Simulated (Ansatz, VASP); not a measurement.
## Ru: VASP beside Ansatz

POSCAR

```
Ru
1.0
    2.6876397213      0.0000000000      0.0000000000
   -1.3438198606      2.3275642749      0.0000000000
    0.0000000000      0.0000000000      4.2531615502
Ru
2
Direct
    0.6666666667      0.3333333333      0.7500000000
    0.3333333333      0.6666666667      0.2500000000
```

File INCAR.step1:

```
SYSTEM = Ru
PREC = Accurate
ENCUT = 520
EDIFF = 1E-5
ISMEAR = -1
SIGMA = 0.05
LREAL = .FALSE.
LASPH = .TRUE.
NELM = 100
ALGO = Normal
ISIF = 2
LWAVE = .TRUE.
LCHARG = .FALSE.
NBANDS = 21
GGA = PE
```

File INCAR.step2:

```
SYSTEM = Ru
PREC = Accurate
ENCUT = 520
EDIFF = 1E-6
ISMEAR = -1
SIGMA = 0.05
LREAL = .FALSE.
LASPH = .TRUE.
NELM = 100
ALGO = Normal
ISIF = 2
LWAVE = .FALSE.
LCHARG = .FALSE.
GGA = B5
LHFCALC = .TRUE.
AEXX = 0.2
AGGAX = 0.72
AGGAC = 0.81
ALDAC = 0.19
PRECFOCK = Normal
NBANDS = 21
ISTART = 1
```

Contents of KPOINTS:

```
Automatic mesh
0
G
  6 6 3
  0 0 0
```

The input input.yaml:

```yaml
crystal:
  lattice:
    - [2.6876397213, 0.0, 0.0]
    - [-1.3438198606, 2.3275642749, 0.0]
    - [0.0, 0.0, 4.2531615502]
  atoms:
    - { symbol: Ru, position: [0.6666666667, 0.3333333333, 0.75] }
    - { symbol: Ru, position: [0.3333333333, 0.6666666667, 0.25] }
hamiltonian:
  xc: b3lyp5
  pseudopotentials: { kind: paw }
kpoints:
  mp_grid: { grid: [6, 6, 3] }
scf:
  occupations: { method: fermi_dirac, width: 0.05 }
output:
  forces: true
  stress: true
  eigenvalues: true
  write_density: true
  write_potential: true
  elf: true
  volumetric_format: npy
```

Alike in both runs: task single point; functional B3LYP5; k mesh 6 × 6 × 3; occupations fermi-dirac, width 0.05 eV; no spin polarisation.

|  | VASP | Ansatz |
| --- | --- | --- |
| version | VASP 6.6.1 | Ansatz 0.2.0 |
| potentials or method | VASP PAW PBE potentials, release 64 (Ru_pv) | Ansatz PAW |
| plane-wave cutoff (eV) | 520 | 420 |
| valence electrons in the cell | 28 | 32 |

Ansatz gave:

```
gap on the k mesh at the Fermi level (eV)                     : none
pressure (GPa)                                                : 13.6
traceless stress, the component that is largest in VASP (GPa) : -5.93
```

Estimate VASP's values.

gap on the k mesh at the Fermi level (eV): none; pressure (GPa): 14.7; traceless stress, the component that is largest in VASP (GPa): -5.60.

VASP's potentials were made for PBE, not for B3LYP5. A gap of «none» marks a metal or a gap that the smearing closes. VASP's potentials hold 28 valence electrons a cell and Ansatz's 32, so a difference there can come from the potentials and not from the codes.

The k mesh is coarse, so the values compare programs but aren't converged.
